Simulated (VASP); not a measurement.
Al36C (a cell with a defect), 37 atoms in the cell. The cell holds a defect, 37 atoms: a = 8.568 Å, b = 8.568 Å, c = 11.424 Å, α = 60.00°, β = 60.00°, γ = 60.00°. 

* Program: VASP 6.6.1
* Task: single point
* Functional: PBE
* Potentials or basis: VASP PAW PBE potentials, release 64 (Al, C)
* Cutoff: 520 eV
* k mesh: 2 × 2 × 2
* Occupations: methfessel-paxton, width 0.1 eV
* Spin: no spin polarisation
* Dipole correction: no
* Further INCAR settings: LREAL = Auto; ALGO = Normal; EDIFF = 1e-06; NBANDS = 80

Potentials or basis: VASP PAW PBE potentials, release 64 (Al, C).

Run with:

```bash
$ cat potpaw_PBE.64/Al/POTCAR potpaw_PBE.64/C/POTCAR > POTCAR
$ mpirun -np 1 vasp_std > vasp.out
```

Hardware: 1 thread of AMD EPYC 7R43 64-Core Processor (Zen 3), with other jobs on the host.

Q: Estimate the wall time of this run.

A: It took 12 min on 1 thread of AMD EPYC 7R43 64-Core Processor (Zen 3) (shared host), peak memory 0.77 GiB. Counts: scf iterations 16, k points 8.
